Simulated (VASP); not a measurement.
MgO: single point with BLYP+D4

Crystal: MgO.

```xyz
2
Lattice="0.0000 2.1091 2.1091 2.1091 0.0000 2.1091 2.1091 2.1091 0.0000" Properties=species:S:1:pos:R:3 pbc="T T T"
Mg    0.0000    0.0000    0.0000
O     2.1091    2.1091    2.1091
```

- Program: VASP 6.6.1
- Task: single point
- Functional: BLYP
- Dispersion: D4
- Potentials or basis: VASP PAW PBE potentials, release 64 (Mg, O)
- Cutoff: 520 eV
- k mesh: 11 × 11 × 11
- Occupations: fermi-dirac, width 0.05 eV
- Spin: no spin polarisation

```json
{
  "Pressure": "-0.5 GPa",
  "Band gap on the k mesh": "4.97 eV, direct",
  "Dispersion energy per atom": "-0.311 eV"
}
```

Levels at points of the mesh, in eV from the valence-band top:
```
           k point  band 1  band 2  band 3  band 4  band 5  band 6  band 7  band 8
(0.00, 0.00, 0.00)  -17.12    0.00    0.00    0.00    4.97   15.96   15.96   15.96
```

It took 10 s on 1 thread of Intel(R) Xeon(R) 6975P-C (Granite Rapids), on a shared host, peak memory 0.14 GiB.

Caveat: the PAW data sets were made with another functional, which shifts forces and pressure a little. A hybrid or GW would open this gap; BLYP tends to underestimate it.
